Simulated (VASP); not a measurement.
A run of VASP 6.6.1:

File INCAR:

```
PREC = Accurate
ENCUT = 520
EDIFF = 1E-6
ISMEAR = 0
SIGMA = 0.05
LREAL = F
LASPH = T
NELM = 80
ALGO = Normal
ISIF = 2
LWAVE = F
LCHARG = F
GGA = PE
NBANDS = 14
```

KPOINTS

```
regular mesh
0
Gamma
  20 20 20
```

Contents of POSCAR:

```
Rh
1.0
   -1.5350682115      1.5350682115      1.5350682115
    1.5350682115     -1.5350682115      1.5350682115
    1.5350682115      1.5350682115     -1.5350682115
Rh
1
Direct
    0.0000000000      0.0000000000      0.0000000000
```

Potentials or basis: VASP PAW PBE potentials, release 64 (Rh_pv).

Run with:

```bash
$ cat potpaw_PBE.64/Rh_pv/POTCAR > POTCAR
$ mpirun -np 1 vasp_std > vasp.out
```

Hardware: 1 thread of Intel(R) Xeon(R) Platinum 8488C (Sapphire Rapids) (shared host).

Q: How long does it take, and how much memory?

A: Run time: 21 s on 1 thread of Intel(R) Xeon(R) Platinum 8488C (Sapphire Rapids), with other jobs on the host, peak memory 0.16 GiB. Counts: scf iterations 11, k points 256.
